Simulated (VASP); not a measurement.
The system is SnSe2.

```xyz
3
Lattice="3.8110 0.0000 0.0000 -1.9055 3.3004 0.0000 0.0000 0.0000 6.1360" Properties=species:S:1:pos:R:3 pbc="T T T"
Sn    0.0000    0.0000    0.0000
Se    1.9055    1.1001    4.6081
Se    0.0000    2.2003    1.5279
```

* Program: VASP 6.6.1
* Task: relaxation of cell and atoms
* Functional: PBEsol
* Dispersion: D3(BJ)
* Potentials or basis: VASP PAW PBE potentials, release 64 (Sn_d, Se)
* Cutoff: 600 eV
* k mesh: 8 × 8 × 5
* Occupations: fermi-dirac, width 0.05 eV
* Spin: no spin polarisation

At the start: pressure 0.6 GPa; volume 25.73 Å³/atom.

Task: How do energy, volume and symmetry change on relaxing?

Result: Over 15 steps the energy falls by 26.6 meV/atom and the volume is 23.93 Å³/atom (-7.0 %); space group P-3m1 (No. 164, to 0.05 Å).

The path:
| step | energy change (eV) | largest force (eV/Å) | pressure (GPa) | volume (Å³) |
| --- | --- | --- | --- | --- |
| 1 | 0.0000 | 0.6357 | 0.56 | 77.18 |
| 2 | -0.0243 | 0.1239 | -1.50 | 78.18 |
| 3 | -0.0243 | 0.1420 | -1.41 | 78.15 |
| 4 | -0.0408 | 0.1243 | -0.42 | 76.09 |
| 5 | -0.0424 | 0.1159 | 0.06 | 75.25 |
| 6 | -0.0520 | 0.1268 | 0.14 | 74.58 |
| 7 | -0.0717 | 0.1577 | 0.65 | 72.55 |
| 8 | -0.0509 | 0.2270 | 2.89 | 68.39 |
| 9 | -0.0735 | 0.2151 | 1.32 | 71.28 |
| 10 | -0.0790 | 0.0821 | 0.49 | 71.59 |
| 11 | -0.0799 | 0.0005 | -0.05 | 71.79 |
| 12 | -0.0799 | 0.0089 | 0.01 | 71.77 |
| 13 | -0.0799 | 0.0129 | 0.03 | 71.76 |
| 14 | -0.0799 | 0.0104 | 0.02 | 71.77 |
| 15 | -0.0799 | 0.0044 | 0.00 | 71.79 |

Final structure:
```cif
data_structure
_symmetry_space_group_name_H-M 'P 1'
_symmetry_Int_Tables_number 1
_cell_length_a 3.7954
_cell_length_b 3.7954
_cell_length_c 5.7552
_cell_angle_alpha 90.000
_cell_angle_beta 90.000
_cell_angle_gamma 120.000
_cell_volume 71.79
loop_
_atom_site_label
_atom_site_type_symbol
_atom_site_fract_x
_atom_site_fract_y
_atom_site_fract_z
_atom_site_occupancy
Sn1 Sn 0.00000 0.00000 0.00000 1
Se1 Se 0.66667 0.33333 0.72447 1
Se2 Se 0.33333 0.66667 0.27553 1
```

Caveat: the PAW data sets were made with another functional, which shifts forces and pressure a little.
